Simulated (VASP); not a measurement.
# Y3W (Pm-3m) in VASP: notebook, part 2 of 3

VASP 6.6.1. Earlier steps stand in the parts before.

## Step 3: Single point, r2SCAN

This run uses another cell than the first one, of 25.89 Å³/atom.

POSCAR

```
Y3W
1.0
    4.6959376576      0.0000000000      0.0000000000
    0.0000000000      4.6959376576      0.0000000000
    0.0000000000      0.0000000000      4.6959376576
Y W
3 1
Direct
    0.0000000000      0.5000000000      0.5000000000
    0.5000000000      0.0000000000      0.5000000000
    0.5000000000      0.5000000000      0.0000000000
    0.0000000000      0.0000000000      0.0000000000
```

INCAR.step1

```
SYSTEM = Y3W
  ALGO = Normal
  EDIFF = 1E-5
  ENCUT = 550
  GGA = PE
  GGA_COMPAT = .False.
  ISMEAR = 0
  LASPH = .True.
  LCHARG = .False.
  LREAL = .False.
  LWAVE = .True.
  NBANDS = 32
  NELM = 120
  PREC = Accurate
  SIGMA = 0.1
```

INCAR.step2

```
SYSTEM = Y3W
  ALGO = Normal
  EDIFF = 1E-6
  ENCUT = 550
  GGA_COMPAT = .False.
  ISIF = 2
  ISMEAR = 0
  ISTART = 1
  LASPH = .True.
  LCHARG = .False.
  LMIXTAU = .True.
  LREAL = .False.
  LWAVE = .False.
  METAGGA = R2SCAN
  NBANDS = 32
  NELM = 120
  PREC = Accurate
  SIGMA = 0.1
```

KPOINTS

```
k-points
0
Gamma
  4 4 4
  0 0 0
```

Potentials or basis: VASP PAW PBE potentials, release 64 (Y_sv, W_sv).

Run with:

```bash
cat potpaw_PBE.64/Y_sv/POTCAR potpaw_PBE.64/W_sv/POTCAR > POTCAR
cp INCAR.step1 INCAR
mpirun -np 1 vasp_std > vasp.out
cp INCAR.step2 INCAR
mpirun -np 1 vasp_std > vasp.out
```

OUTCAR:

```text
SYSTEM = Y3W
   EDIFF = 1E-6
   ENCUT = 550
   ISIF = 2
   ISMEAR = 0
   ISTART = 1
   LASPH = .True.
   LREAL = .False.
   METAGGA = R2SCAN
   NELM = 120
   PREC = Accurate

 ion  position               nearest neighbor table
   1  0.000  0.500  0.500-   2 3.32   3 3.32   4 3.32   3 3.32   4 3.32   2 3.32   4 3.32   4 3.32
                             2 3.32   3 3.32   3 3.32   2 3.32
   2  0.500  0.000  0.500-   1 3.32   3 3.32   4 3.32   3 3.32   4 3.32   1 3.32   3 3.32   3 3.32
                             1 3.32   4 3.32   4 3.32   1 3.32
   3  0.500  0.500  0.000-   1 3.32   2 3.32   4 3.32   1 3.32   2 3.32   2 3.32   4 3.32   2 3.32
                             1 3.32   4 3.32   1 3.32   4 3.32
   4  0.000  0.000  0.000-   1 3.32   2 3.32   3 3.32   1 3.32   2 3.32   1 3.32   3 3.32   1 3.32
                             2 3.32   3 3.32   2 3.32   3 3.32

  LATTYP: Found a simple cubic cell.
 ALAT       =     4.6959376576

  Lattice vectors:

 A1 = (   4.6959376576,   0.0000000000,   0.0000000000)
 A2 = (   0.0000000000,   4.6959376576,   0.0000000000)
 A3 = (   0.0000000000,   0.0000000000,   4.6959376576)

Analysis of symmetry for initial positions (statically):
=====================================================================
 Subroutine PRICEL returns:
 Original cell was already a primitive cell.

 Routine SETGRP: Setting up the symmetry group for a
 simple cubic supercell.

 Subroutine GETGRP returns: Found 48 space group operations
 (whereof 48 operations were pure point group operations)
 out of a pool of 48 trial point group operations.

The static configuration has the point symmetry O_h .

Analysis of symmetry for dynamics (positions and initial velocities):
=====================================================================
 Subroutine PRICEL returns:
 Original cell was already a primitive cell.

 Routine SETGRP: Setting up the symmetry group for a
 simple cubic supercell.
[... 111 lines left out ...]
   IALGO  =     38    algorithm
   IMIX   =      4    mixing-type and parameters
     AMIX     =   0.40;   BMIX     =  1.00
     AMIX_MAG =   1.60;   BMIX_MAG =  1.00
  volume/ion in A,a.u.               =      25.89       174.70
  Fermi-wavevector in a.u.,A,eV,Ry     =   1.258110  2.377482 21.535841  1.582840
  Thomas-Fermi vector in A             =   2.391735
   LORBIT       =      0    0 simple, 1 ext, 2 COOP (PROOUT), +10 PAW based schemes
   METAGGA = R2SCAN    functional components
   LHFCALC =     F    Hartree Fock is set to
   AEXX    =    0.0000 exact exchange contribution
   IVDW    =     0    specifies the selected vdW correction
   LEPSILON=     F    determine dielectric tensor
   LRPA    =     F    only Hartree local field effects (RPA)
 non-spin polarized calculation
 Gauss-broadening in eV      SIGMA  =   0.10
  energy-cutoff  :      550.00
  volume of cell :      103.55
 maximum number of plane-waves:      3060
 NGX is ok and might be reduce to    36
   NGX = 17   NGY = 17   NGZ = 17

 number of electron      46.9999998 magnetization

 Free energy of the ion-electron system (eV)
  ---------------------------------------------------
  ext. energy  EPLUGINS =         0.00000000
  ---------------------------------------------------
  free energy    TOTEN  =      -109.97464451 eV

  energy without entropy =     -109.95070253  energy(sigma->0) =     -109.96267352

 E-fermi :   4.6766     XC(G=0): -11.2988

 val. band max:        4.5507042063   @ k =   0.5000   0.5000   0.0000
 cond. band min:       4.6902843423   @ k =   0.5000   0.2500   0.0000
 fundamental gap:      0.1395801361
 Fermi energy:         4.6765918206

 k-point     1 :       0.0000    0.0000    0.0000
  band No.  band energies     occupation
      1     -70.8377      2.00000
      2     -39.2435      2.00000
      3     -39.0671      2.00000
      4     -39.0671      2.00000
      5     -34.3501      2.00000
      6     -34.3501      2.00000
[... 339 lines left out ...]
     31       6.8210      0.00000
     32       6.8210      0.00000

------------------------ aborting loop because EDIFF is reached ----------------------------------------

  FORCE on cell =-STRESS in cart. coord.  units (eV):
  Direction    XX          YY          ZZ          XY          YZ          ZX
  --------------------------------------------------------------------------------------
  -------------------------------------------------------------------------------------
  Total        0.0511891      0.0511891      0.0511891     -0.0000000     -0.0000000     -0.0000000
  in kB        0.7919919      0.7919919      0.7919919     -0.0000000     -0.0000000     -0.0000000
  external PRESSURE =       0.7919919 kB  Pullay stress =       0.0000000 kB

 VOLUME and BASIS-vectors are now :
 -----------------------------------------------------------------------------
  energy-cutoff  :      550.00
  volume of cell :      103.55
      direct lattice vectors                 reciprocal lattice vectors
     4.695937658  0.000000000  0.000000000     0.212950016  0.000000000  0.000000000
     0.000000000  4.695937658  0.000000000     0.000000000  0.212950016  0.000000000
     0.000000000  0.000000000  4.695937658     0.000000000  0.000000000  0.212950016

 POSITION                                       TOTAL-FORCE (eV/Angst)
 -----------------------------------------------------------------------------------
      0.00000      2.34797      2.34797         0.000000      0.000000      0.000000
      2.34797      0.00000      2.34797         0.000000      0.000000      0.000000
      2.34797      2.34797      0.00000         0.000000      0.000000      0.000000
      0.00000      0.00000      0.00000         0.000000      0.000000      0.000000
 -----------------------------------------------------------------------------------
    total drift:                                0.000000      0.000000      0.000000

  FREE ENERGIE OF THE ION-ELECTRON SYSTEM (eV)
  ---------------------------------------------------
  free  energy   TOTEN  =      -109.9746445061 eV

  energy  without entropy=     -109.9507025279  energy(sigma->0) =     -109.96267352
```

OUTCAR.step1:

```text
SYSTEM = Y3W
   EDIFF = 1E-5
   ENCUT = 550
   GGA = PE
   ISMEAR = 0
   LASPH = .True.
   LREAL = .False.
   NELM = 120
[... 564 lines left out ...]
      2.34797      0.00000      2.34797         0.000000      0.000000      0.000000
      2.34797      2.34797      0.00000         0.000000      0.000000      0.000000
      0.00000      0.00000      0.00000         0.000000      0.000000      0.000000
 -----------------------------------------------------------------------------------
    total drift:                                0.000000      0.000000      0.000000

  FREE ENERGIE OF THE ION-ELECTRON SYSTEM (eV)
  ---------------------------------------------------
  free  energy   TOTEN  =       -30.2409520795 eV

  energy  without entropy=      -30.2211632783  energy(sigma->0) =      -30.23105768
```

It took 3.7 min on 1 thread of Oxide Virtual Turin-like, shared host; peak memory 0.2 GiB.

Results:

| Quantity | Value |
| --- | --- |
| Free energy | -109.9746 eV |
| Pressure | 0.1 GPa |
| Band gap on the k mesh | zero (an odd number of electrons rules out a gap without spin polarisation) |

Levels at points of the mesh, in eV from the Fermi level:
| k point | band 20 | band 21 | band 22 | band 23 | band 24 | band 25 | band 26 | band 27 |
| --- | --- | --- | --- | --- | --- | --- | --- | --- |
| (0.00, 0.00, 0.00) | -2.56 | -1.86 | -1.86 | -1.86 | 1.43 | 1.43 | 1.43 | 2.68 |
| (0.50, 0.00, 0.00) | -1.45 | -1.09 | -0.60 | -0.60 | 0.07 | 0.07 | 0.07 | 0.41 |
| (0.50, 0.50, 0.00) | -1.70 | -0.63 | -0.63 | -0.50 | -0.21 | -0.13 | 0.49 | 0.68 |
| (0.50, 0.50, 0.50) | -2.56 | 0.34 | 0.34 | 0.75 | 0.75 | 0.75 | 0.97 | 0.97 |

Caveat: the PAW data sets were made with another functional, which shifts forces and pressure a little; spin-orbit coupling is left out, which moves the levels of the heavy elements.

## Step 4: Relaxation of cell and atoms, r2SCAN

POSCAR

```
Y3W
1.0
    4.5464841361      0.0000000000      0.0000000000
    0.0000000000      4.5464841361      0.0000000000
    0.0000000000      0.0000000000      4.5464841361
Y W
3 1
Direct
    0.0000000000      0.5000000000      0.5000000000
    0.5000000000      0.0000000000      0.5000000000
    0.5000000000      0.5000000000      0.0000000000
    0.0000000000      0.0000000000      0.0000000000
```

INCAR.step1

```
ALGO = Normal
EDIFF = 1E-5
EDIFFG = -0.005
ENCUT = 550
GGA = PE
GGA_COMPAT = F
IBRION = 2
ISIF = 3
ISMEAR = 0
LASPH = T
LCHARG = F
LREAL = F
LWAVE = T
NELM = 120
NELMIN = 4
NSW = 100
PREC = Accurate
SIGMA = 0.1
```

INCAR.step2

```
ALGO = Normal
EDIFF = 1E-7
EDIFFG = -0.04
ENCUT = 550
GGA_COMPAT = F
IBRION = 2
ISIF = 3
ISMEAR = 0
ISTART = 1
LASPH = T
LCHARG = F
LMIXTAU = T
LREAL = F
LWAVE = F
METAGGA = R2SCAN
NELM = 120
NELMIN = 4
NSW = 90
PREC = Accurate
SIGMA = 0.1
```

KPOINTS

```
k-points
0
Gamma
  4 4 4
```

Run with:

```bash
cat potpaw_PBE.64/Y_sv/POTCAR potpaw_PBE.64/W_sv/POTCAR > POTCAR
cp INCAR.step1 INCAR
mpirun -np 1 vasp_std > vasp.out
cp INCAR.step2 INCAR
mpirun -np 1 vasp_std > vasp.out
```

Run time: 16 min. Hardware: 1 thread of Oxide Virtual Turin-like, shared host; peak memory 0.21 GiB.

Results (log left out):

- Free energy: -109.9727 eV
- Relaxed volume: 25.91 Å³/atom
- Relaxed cell: a = 4.697 Å, b = 4.697 Å, c = 4.697 Å, α = 90.00°, β = 90.00°, γ = 90.00°
- Space group after relaxing (to 0.1 Å): Pm-3m (No. 221)
- Energy gained by relaxing: 52.5 meV/atom
- Ionic steps: 3
- Pressure after relaxing: 0.0 GPa
- Band gap on the k mesh: zero (an odd number of electrons rules out a gap without spin polarisation)

The path:
```csv
step,energy change (eV),largest force (eV/Å),pressure (GPa),volume (Å³)
1,0.0000,0.0000,7.63,93.98
2,-0.1410,0.0000,-3.35,110.02
3,-0.2101,0.0000,0.02,103.65
```

Final structure:
```yaml
crystal:
  lattice:
    - [4.69740, 0.00000, 0.00000]
    - [0.00000, 4.69740, 0.00000]
    - [0.00000, 0.00000, 4.69740]
  atoms:
    - { symbol: Y, position: [0.00000, 0.50000, 0.50000] }
    - { symbol: Y, position: [0.50000, 0.00000, 0.50000] }
    - { symbol: Y, position: [0.50000, 0.50000, 0.00000] }
    - { symbol: W, position: [0.00000, 0.00000, 0.00000] }
```

Levels at points of the mesh, in eV from the Fermi level:
| k point | band 21 | band 22 | band 23 | band 24 | band 25 | band 26 |
| --- | --- | --- | --- | --- | --- | --- |
| (0.00, 0.00, 0.00) | -1.86 | -1.86 | -1.86 | 1.42 | 1.42 | 1.42 |
| (0.50, 0.00, 0.00) | -1.09 | -0.60 | -0.60 | 0.07 | 0.07 | 0.07 |
| (0.50, 0.50, 0.00) | -0.62 | -0.62 | -0.49 | -0.21 | -0.12 | 0.49 |
| (0.50, 0.50, 0.50) | 0.34 | 0.34 | 0.75 | 0.75 | 0.75 | 0.97 |

Caveat: the PAW data sets were made with another functional, which shifts forces and pressure a little; spin-orbit coupling is left out, which moves the levels of the heavy elements.

[end of part 2 of 3]

The gap in the log of VASP goes by the Fermi energy; the results here count the filled bands.